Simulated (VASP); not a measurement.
# Ir (P-3m1) in VASP: single point with PBE

Aim: the single point of Ir with PBE.

Program: VASP 6.6.1. These are calculated values, not measurements. Logs are shortened: lines on timing, memory, paths and dates and some standing lists are left out, and cuts for length are marked.

**1. The cell of the first run**

It takes space group P-3m1 (No. 164, trigonal). Conventional cell: a = 2.738 Å, b = 2.738 Å, c = 22.368 Å, α = 90.00°, β = 90.00°, γ = 120.00°. Ir (site symmetry 3m) has 12 Ir at 2.73 to 2.74 Å within 3.6 Å. Ir (site symmetry 3m) has 12 Ir at 2.74 to 2.76 Å within 3.6 Å. Within 3.6 Å of Ir (site symmetry 3m) lie 12 Ir at 2.73 to 2.76 Å. Ir (site symmetry 3m) has 12 Ir at 2.73 to 2.74 Å within 3.6 Å. Within 3.6 Å of Ir (site symmetry 3m) lie 12 Ir at 2.73 to 2.74 Å.

**2. Single point, PBE**

File INCAR:

```
SYSTEM = Ir
ALGO     = Fast           ! electronic algorithm
EDIFF    = 1E-7           ! SCF threshold, eV
ENCUT    = 520            ! plane-wave cutoff, eV
GGA      = PE             ! functional
ISIF     = 2              ! what is computed and relaxed
ISMEAR   = 0              ! smearing method
LASPH    = .TRUE.         ! aspherical terms in the spheres
LCHARG   = .TRUE.         ! write CHGCAR
LELF     = .TRUE.         ! ELF
LREAL    = .FALSE.        ! projectors in reciprocal space
LVHAR    = .TRUE.       
LWAVE    = .FALSE.        ! write WAVECAR
NBANDS   = 56             ! bands
NELM     = 100            ! most SCF steps
PREC     = Accurate       ! precision mode
SIGMA    = 0.1            ! smearing width, eV
```

File KPOINTS:

```
k-points
0
G
  18 18 2
  0 0 0
```

File POSCAR:

```
Ir
1.0
    2.7379684560      0.0000000000      0.0000000000
   -1.3689842280      2.3711502376      0.0000000000
    0.0000000000      0.0000000000     22.3683016165
Ir
10
Direct
    0.0000000000      0.0000000000     -0.0003721592
    0.3333333333      0.6666666667      0.0994445516
    0.0000000000      0.0000000000      0.2006092440
    0.3333333333      0.6666666667      0.3003632243
    0.6666666667      0.3333333333      0.3999401643
    0.0000000000      0.0000000000      0.5000598357
    0.3333333333      0.6666666667      0.5996367757
    0.6666666667      0.3333333333      0.6993907560
    0.3333333333      0.6666666667      0.8005554484
    0.6666666667      0.3333333333      0.9003721592
```

Potentials or basis: VASP PAW PBE potentials, release 64 (Ir).

The run is started by

```console
> cat potpaw_PBE.64/Ir/POTCAR > POTCAR
> mpirun -np 1 vasp_std > vasp.out
```

OUTCAR:

```text
SYSTEM = Ir
   EDIFF = 1E-7
   ENCUT = 520
   GGA = PE
   ISIF = 2
   ISMEAR = 0
   LASPH = .TRUE.
   LREAL = .FALSE.
   NELM = 100
   PREC = Accurate

 ion  position               nearest neighbor table
   1  0.000  0.000  1.000-  10 2.73  10 2.73  10 2.73   2 2.74   2 2.74   2 2.74
   2  0.333  0.667  0.099-   1 2.74   1 2.74   1 2.74   3 2.76   3 2.76   3 2.76
   3  0.000  0.000  0.201-   4 2.73   4 2.73   4 2.73   2 2.76   2 2.76   2 2.76
   4  0.333  0.667  0.300-   5 2.73   5 2.73   5 2.73   3 2.73   3 2.73   3 2.73
   5  0.667  0.333  0.400-   4 2.73   4 2.73   4 2.73   6 2.74   6 2.74   6 2.74
   6  0.000  0.000  0.500-   7 2.73   7 2.73   7 2.73   5 2.74   5 2.74   5 2.74
   7  0.333  0.667  0.600-   6 2.73   6 2.73   6 2.73   8 2.73   8 2.73   8 2.73
   8  0.667  0.333  0.699-   7 2.73   7 2.73   7 2.73   9 2.76   9 2.76   9 2.76
   9  0.333  0.667  0.801-  10 2.74  10 2.74  10 2.74   8 2.76   8 2.76   8 2.76
  10  0.667  0.333  0.900-   1 2.73   1 2.73   1 2.73   9 2.74   9 2.74   9 2.74

  LATTYP: Found a hexagonal cell.
 ALAT       =     2.7379684560
 C/A-ratio  =     8.1696710448

  Lattice vectors:

 A1 = (   2.7379684560,   0.0000000000,   0.0000000000)
 A2 = (  -1.3689842280,   2.3711502376,   0.0000000000)
 A3 = (   0.0000000000,   0.0000000000,  22.3683016165)

Analysis of symmetry for initial positions (statically):
=====================================================================
 Subroutine PRICEL returns:
 Original cell was already a primitive cell.

 Routine SETGRP: Setting up the symmetry group for a
 hexagonal supercell.

 Subroutine GETGRP returns: Found 12 space group operations
 (whereof  6 operations were pure point group operations)
 out of a pool of 24 trial point group operations.

The static configuration has the point symmetry C_3v.
 The point group associated with its full space group is D_3d.

Analysis of symmetry for dynamics (positions and initial velocities):
=====================================================================
 Subroutine PRICEL returns:
 Original cell was already a primitive cell.

 Routine SETGRP: Setting up the symmetry group for a
 hexagonal supercell.

 Subroutine GETGRP returns: Found 12 space group operations
 (whereof  6 operations were pure point group operations)
 out of a pool of 24 trial point group operations.

The dynamic configuration has the point symmetry C_3v.
 The point group associated with its full space group is D_3d.

 Subroutine INISYM returns: Found 12 space group operations
 (whereof  6 operations are pure point group operations),
 and found     1 'primitive' translations

----------------------------------------------------------------------------------------

                                     Primitive cell

  volume of cell :     145.2180

  direct lattice vectors                    reciprocal lattice vectors
     2.737968456  0.000000000  0.000000000     0.365234303  0.210868123  0.000000000
    -1.368984228  2.371150238  0.000000000     0.000000000  0.421736246  0.000000000
     0.000000000  0.000000000 22.368301616     0.000000000  0.000000000  0.044706121

  length of vectors
     2.737968456  2.737968456 22.368301616     0.421736246  0.421736246  0.044706121

  position of ions in fractional coordinates (direct lattice)
     0.000000000  0.000000000  0.999627841
     0.333333333  0.666666667  0.099444552
     0.000000000  0.000000000  0.200609244
     0.333333333  0.666666667  0.300363224
     0.666666667  0.333333333  0.399940164
     0.000000000  0.000000000  0.500059836
     0.333333333  0.666666667  0.599636776
     0.666666667  0.333333333  0.699390756
     0.333333333  0.666666667  0.800555448
     0.666666667  0.333333333  0.900372159

  ion indices of the primitive-cell ions
   primitive index   ion index
                 1           1
                 2           2
                 3           3
                 4           4
                 5           5
                 6           6
                 7           7
                 8           8
                 9           9
                10          10

----------------------------------------------------------------------------------------

 KPOINTS: k-points

Automatic generation of k-mesh.
 Grid dimensions read from file:
 generate k-points for:   18   18    2

 Generating k-lattice:

  Cartesian coordinates                     Fractional coordinates (reciprocal lattice)
     0.020290795  0.011714896  0.000000000     0.055555556  0.000000000  0.000000000
     0.000000000  0.023429791  0.000000000     0.000000000  0.055555556  0.000000000
     0.000000000  0.000000000  0.022353061     0.000000000  0.000000000  0.500000000

  Length of vectors
     0.023429791  0.023429791  0.022353061

  Shift w.r.t. Gamma in fractional coordinates (k-lattice)
     0.000000000  0.000000000  0.000000000

 Subroutine IBZKPT returns following result:
 ===========================================

 Found     74 irreducible k-points:

 Following reciprocal coordinates:
            Coordinates               Weight
  0.000000  0.000000  0.000000      1.000000
  0.055556  0.000000  0.000000      6.000000
  0.111111  0.000000  0.000000      6.000000
  0.166667  0.000000  0.000000      6.000000
  0.222222  0.000000  0.000000      6.000000
  0.277778  0.000000  0.000000      6.000000
[... 16 lines left out ...]
  0.333333  0.111111  0.000000     12.000000
  0.388889  0.111111  0.000000     12.000000
 [... further k-points ...]
   k-points           NKPTS =     74   k-points in BZ     NKDIM =     74   number of bands    NBANDS=     56
   number of dos      NEDOS =    301   number of ions     NIONS =     10
   total plane-waves  NPLWV =  67200
   dimension x,y,z NGX =    20 NGY =   20 NGZ =  168
   dimension x,y,z NGXF=    40 NGYF=   40 NGZF=  336
   ions per type =              10
   NGX,Y,Z   is equivalent  to a cutoff of  12.14, 12.14, 12.49 a.u.
   NGXF,Y,Z  is equivalent  to a cutoff of  24.29, 24.29, 24.97 a.u.
 SYSTEM =  Ir
   PREC   = accura    normal or accurate (medium, high low for compatibility)
   ISTART =      0    job   : 0-new  1-cont  2-samecut
   ICHARG =      2    charge: 1-file 2-atom 10-const
   ISPIN  =      1    spin polarized calculation?
   LNONCOLLINEAR =      F non collinear calculations
   LSORBIT =      F    spin-orbit coupling
   LASPH  =      T    aspherical Exc in radial PAW
   ENCUT  =  520.0 eV  38.22 Ry    6.18 a.u.   5.09  5.09 41.59*2*pi/ulx,y,z
   NELM   =    100;   NELMIN=  2; NELMDL= -5     # of ELM steps
   EDIFF  = 0.1E-06   stopping-criterion for ELM
   LREAL  =      F    real-space projection
   EDIFFG = 0.1E-05   stopping-criterion for IOM
   NSW    =      0    number of steps for IOM
   IBRION =     -1    ionic relax: 0-MD 1-quasi-New 2-CG
   NFREE  =      0    steps in history (QN), initial steepest desc. (CG)
   ISIF   =      2    stress and relaxation
   ISYM   =      2    0-nonsym 1-usesym 2-fastsym
   POTIM  = 0.5000    time-step for ionic-motion
   TEBEG  =    0.0;   TEEND  =   0.0 temperature during run
   PSTRESS=    0.0 pullay stress
   NELECT =      90.0000    total number of electrons
   NUPDOWN=      -1.0000    fix difference up-down
   EMIN   =  10.00;   EMAX   =-10.00  energy-range for DOS
   EFERMI =   0.00;   METHOD = LEGACY
   ISMEAR =     0;   SIGMA  =   0.10  broadening in eV -4-tet -1-fermi 0-gaus
   EFERMI_NEDOS =   21; number of points for ismear=-14 and -15
   IALGO  =     68    algorithm
   IMIX   =      4    mixing-type and parameters
     AMIX     =   0.40;   BMIX     =  1.00
     AMIX_MAG =   1.60;   BMIX_MAG =  1.00
  volume/ion in A,a.u.               =      14.52        98.00
  Fermi-wavevector in a.u.,A,eV,Ry     =   1.395775  2.637633 26.506714  1.948189
  Thomas-Fermi vector in A             =   2.519194
   LORBIT       =      0    0 simple, 1 ext, 2 COOP (PROOUT), +10 PAW based schemes
   GGA     = PE    functional components
   LHFCALC =     F    Hartree Fock is set to
   AEXX    =    0.0000 exact exchange contribution
   IVDW    =     0    specifies the selected vdW correction
   LEPSILON=     F    determine dielectric tensor
   LRPA    =     F    only Hartree local field effects (RPA)
 non-spin polarized calculation
 RMM-DIIS sequential band-by-band and
 Gauss-broadening in eV      SIGMA  =   0.10
  energy-cutoff  :      520.00
  volume of cell :      145.22
 maximum number of plane-waves:      3949
   NGX = 11   NGY = 11   NGZ = 83

 number of electron      90.0000002 magnetization

 Free energy of the ion-electron system (eV)
  ---------------------------------------------------
  ext. energy  EPLUGINS =         0.00000000
  ---------------------------------------------------
  free energy    TOTEN  =       -88.24139228 eV

  energy without entropy =      -88.18753137  energy(sigma->0) =      -88.21446183

 E-fermi :   9.9907     XC(G=0): -13.8328

 val. band max:        9.9857210151   @ k =   0.2778   0.2222   0.5000
 cond. band min:       9.9922487752   @ k =   0.3889   0.2222   0.0000
 fundamental gap:      0.0065277600
 Fermi energy:         9.9906680452

 k-point     1 :       0.0000    0.0000    0.0000
  band No.  band energies     occupation
      1      -0.8822      2.00000
      2      -0.4669      2.00000
      3      -0.4470      2.00000
      4       0.6514      2.00000
      5       0.6599      2.00000
      6       1.7693      2.00000
[... 48 lines left out ...]
     55      10.2225      0.00104
     56      10.2226      0.00104

 k-point     2 :       0.0556    0.0000    0.0000
  band No.  band energies     occupation
      1      -0.7630      2.00000
      2      -0.3511      2.00000
      3      -0.3313      2.00000
      4       0.7627      2.00000
      5       0.7712      2.00000
      6       1.8860      2.00000
[... 48 lines left out ...]
     55      10.2209      0.00113
     56      10.5721      0.00000

 k-point     3 :       0.1111    0.0000    0.0000
  band No.  band energies     occupation
      1      -0.4149      2.00000
      2      -0.0154      2.00000
      3       0.0050      2.00000
      4       1.0795      2.00000
      5       1.0879      2.00000
      6       2.2079      2.00000
[... 1172 lines left out ...]
 k-point    23 :       0.3333    0.1111    0.0000
  band No.  band energies     occupation
      1       2.5513      2.00000
      2       2.5976      2.00000
      3       2.7312      2.00000
      4       2.8386      2.00000
      5       3.1008      2.00000
      6       3.1733      2.00000
[... 48 lines left out ...]
     55      11.7848      0.00000
     56      12.6330      0.00000

 k-point    24 :       0.3889    0.1111    0.0000
  band No.  band energies     occupation
      1       2.5563      2.00000
      2       2.6046      2.00000
      3       2.6459      2.00000
      4       2.7429      2.00000
      5       3.0668      2.00000
      6       3.1134      2.00000
[... 48 lines left out ...]
     55      12.8549      0.00000
     56      13.3991      0.00000

 [... further k-points ...]

------------------------ aborting loop because EDIFF is reached ----------------------------------------

  FORCE on cell =-STRESS in cart. coord.  units (eV):
  Direction    XX          YY          ZZ          XY          YZ          ZX
  --------------------------------------------------------------------------------------
  -------------------------------------------------------------------------------------
  Total        0.4477854      0.4477854      0.4514734      0.0000000      0.0000000      0.0000000
  in kB        4.9403760      4.9403760      4.9810656      0.0000000      0.0000000      0.0000000
  external PRESSURE =       4.9539392 kB  Pullay stress =       0.0000000 kB

 VOLUME and BASIS-vectors are now :
 -----------------------------------------------------------------------------
  energy-cutoff  :      520.00
  volume of cell :      145.22
      direct lattice vectors                 reciprocal lattice vectors
     2.737968456  0.000000000  0.000000000     0.365234303  0.210868123  0.000000000
    -1.368984228  2.371150238  0.000000000     0.000000000  0.421736246  0.000000000
     0.000000000  0.000000000 22.368301616     0.000000000  0.000000000  0.044706121

 POSITION                                       TOTAL-FORCE (eV/Angst)
 -----------------------------------------------------------------------------------
      0.00000      0.00000     22.35998         0.000000      0.000000      0.002593
     -0.00000      1.58077      2.22441        -0.000000      0.000000      0.005139
      0.00000      0.00000      4.48729        -0.000000     -0.000000     -0.004878
     -0.00000      1.58077      6.71862         0.000000      0.000000     -0.000777
      1.36898      0.79038      8.94598         0.000000      0.000000      0.001998
      0.00000      0.00000     11.18549         0.000000     -0.000000     -0.001998
     -0.00000      1.58077     13.41286        -0.000000     -0.000000      0.000777
      1.36898      0.79038     15.64418         0.000000      0.000000      0.004878
     -0.00000      1.58077     17.90707         0.000000      0.000000     -0.005139
      1.36898      0.79038     20.13980        -0.000000      0.000000     -0.002593
 -----------------------------------------------------------------------------------
    total drift:                               -0.000000      0.000000      0.000001

  FREE ENERGIE OF THE ION-ELECTRON SYSTEM (eV)
  ---------------------------------------------------
  free  energy   TOTEN  =       -88.2413922833 eV

  energy  without entropy=      -88.1875313681  energy(sigma->0) =      -88.21446183
```

It took 23 min on 1 thread of Intel Xeon Platinum 8488C (Sapphire Rapids), shared host; peak memory 0.52 GiB.

What came out:

| Property | Result |
| --- | --- |
| Free energy | -88.2414 eV |
| Pressure | 0.5 GPa |
| Largest force | 0.005 eV/Å |
| Band gap on the k mesh | zero (band 45 reaches 10.99 eV, above the bottom of band 46 at 8.54 eV) |

Forces in eV/Å, atoms in the order of the input:
```
Ir   0.000  0.000  0.003
Ir   0.000  0.000  0.005
Ir   0.000  0.000 -0.005
Ir   0.000  0.000 -0.001
Ir   0.000  0.000  0.002
Ir   0.000  0.000 -0.002
Ir   0.000  0.000  0.001
Ir   0.000  0.000  0.005
Ir   0.000  0.000 -0.005
Ir   0.000  0.000 -0.003
```

Levels at points of the mesh, in eV from the Fermi level:
```tsv
k point	band 42	band 43	band 44	band 45	band 46	band 47
(0.00, 0.00, 0.00)	-1.63	-1.63	-1.22	-1.22	-1.05	-1.05
(0.50, 0.00, 0.00)	0.85	0.86	0.94	0.97	1.07	1.08
(0.00, 0.00, 0.50)	-1.65	-1.21	-1.21	-1.18	-1.18	-1.16
(0.50, 0.00, 0.50)	0.84	0.89	0.90	1.00	1.03	1.11
```

Caveat: spin-orbit coupling is left out, which moves the levels of the heavy elements.
